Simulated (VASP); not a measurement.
Input of a VASP 6.6.1 run:

The input INCAR:

```
SYSTEM = AlGa3N4
PREC = Accurate ; ENCUT = 520
EDIFF = 1E-7 ; ISMEAR = 0
SIGMA = 0.05 ; LREAL = .False.
LASPH = .True. ; NELM = 60
ALGO = Normal ; ISIF = 2
LWAVE = .False. ; LCHARG = .False.
GGA = PS ; NBANDS = 41
```

File KPOINTS:

```
regular mesh
0
Gamma
  6 8 6
  0 0 0
```

POSCAR

```
AlGa3N4
1.0
    5.1423512025      0.0000000000      0.0001169475
    0.0000000000      3.1649848011      0.0000000000
   -0.0035856884      0.0000000000      5.2730506078
Al Ga N
1 3 4
Direct
    0.0006034235      0.5000000000      0.6673576246
    0.4991167026      0.5000000000      0.3349195796
    0.4990273840      0.0000000000      0.8315570006
    0.9998617813      0.0000000000      0.1661805284
    0.1196687536      0.5000000000      0.3400974151
    0.1176459797      0.0000000000      0.8263760593
    0.6204436392      0.0000000000      0.1662162869
    0.6312323461      0.5000000000      0.6672965055
```

Potentials or basis: VASP PAW PBE potentials, release 64 (Al, Ga_d, N).

Command:

```console
$ cat potpaw_PBE.64/Al/POTCAR potpaw_PBE.64/Ga_d/POTCAR potpaw_PBE.64/N/POTCAR > POTCAR
$ mpirun -np 1 vasp_std > vasp.out
```

Predict the band gap on the k mesh.

2.51 eV, direct.

Estimate the largest force.

0.575 eV/Å.

Predict the pressure.

8.1 GPa.

Stress tensor (GPa, compression positive):
```
 2.45  0.00  0.04
 0.00  4.13  0.00
 0.04  0.00 17.72
```

Caveat: the cell differs from its parent crystal (strain -0.0375 x Voigt [0, 0, 1, 0, 0, 0]); the PAW data sets were made with another functional, which shifts forces and pressure a little. A k mesh can miss the band edges.
